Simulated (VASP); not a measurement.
Write the native input for VASP 6.6.1 that does the following.

```yaml
Task: relaxation of the atoms
Functional: PBE
Potentials_or_basis: VASP PAW PBE potentials, release 64 (Mg, O)
Cutoff: 520 eV
k_mesh: 2 × 2 × 2
Occupations: fermi-dirac, width 0.05 eV
Spin: collinear spin
Starting_moments: "[0.0, 0.0, 0.0, 0.0, 0.0, 0.0, 0.0, 0.0, 0.0, 0.0, 0.0, 0.0, 0.0, 0.0, 0.0, 0.0, 1.0] μB"
Dipole_correction: no
Further_INCAR_settings: LREAL = Auto; ALGO = Normal; EDIFF = 1e-06; IBRION = 2; EDIFFG = -0.08; NSW = 45
```

The structure of Mg8O9 (a cell with a defect) lies in POSCAR:

```
Mg8O9
1.0
    0.0000000000      3.8550000000      3.8550000000
    3.8550000000      0.0000000000      3.8550000000
    3.8550000000      3.8550000000      0.0000000000
Mg O
8 9
Direct
    0.0000000000      0.0000000000      0.0000000000
    0.0000000000      0.0000000000      0.5000000000
    0.0000000000      0.5000000000      0.0000000000
    0.0000000000      0.5000000000      0.5000000000
    0.5000000000      0.0000000000      0.0000000000
    0.5000000000      0.0000000000      0.5000000000
    0.5000000000      0.5000000000      0.0000000000
    0.5000000000      0.5000000000      0.5000000000
    0.2500000000      0.2500000000      0.2500000000
    0.2500000000      0.2500000000      0.7500000000
    0.2500000000      0.7500000000      0.2500000000
    0.2500000000      0.7500000000      0.7500000000
    0.7500000000      0.2500000000      0.2500000000
    0.7500000000      0.2500000000      0.7500000000
    0.7500000000      0.7500000000      0.2500000000
    0.7500000000      0.7500000000      0.7500000000
    0.1209389000      0.6403321000      0.6220994000
```

The input as run:

INCAR

```
  PREC = Accurate
  ENCUT = 520
  EDIFF = 1E-6
  ISMEAR = -1
  SIGMA = 0.05
  LREAL = Auto
  LASPH = T
  NELM = 150
  ALGO = Normal
  ISIF = 2
  LWAVE = F
  LCHARG = F
  ISPIN = 2
  MAGMOM = 0 0 0 0 0 0 0 0 0 0 0 0 0 0 0 0 1
  LORBIT = 11
  GGA = PE
  IBRION = 2
  NSW = 45
  EDIFFG = -0.08
```

KPOINTS

```
regular mesh
0
Gamma
  2 2 2
```

Potentials or basis: VASP PAW PBE potentials, release 64 (Mg, O).

The run is started by

```sh
$ cat potpaw_PBE.64/Mg/POTCAR potpaw_PBE.64/O/POTCAR > POTCAR
$ mpirun -np 1 vasp_std > vasp.out
```

Results of the run:

* Pressure after relaxing: 123.6 GPa
* Largest force after relaxing: 0.040 eV/Å
* Band gap on the k mesh: 0.33 eV
* Net moment: 1.97 μB per cell
* Site moments: Mg +0.00, -0.01, +0.01 (each value once); O -0.00, +0.01, +0.33, +0.76 (each value once) μB
* Valence electrons inside the program's atomic spheres: Mg 0.70, 0.85, 0.65, 0.81 (each value once); O 5.33, 5.31, 5.25, 5.34, 5.29, 5.28 (each value once)

Caveat: the k points lie up to 0.71 Å⁻¹ apart; semilocal functionals underestimate gaps, and a narrow one can read as zero; the relaxation stopped at a loose force limit of 0.08 eV/Å, so its end isn't a converged minimum.

It took 75 min on 1 thread of Oxide Virtual Turin-like Processor, with other jobs on the host, peak memory 0.32 GiB.
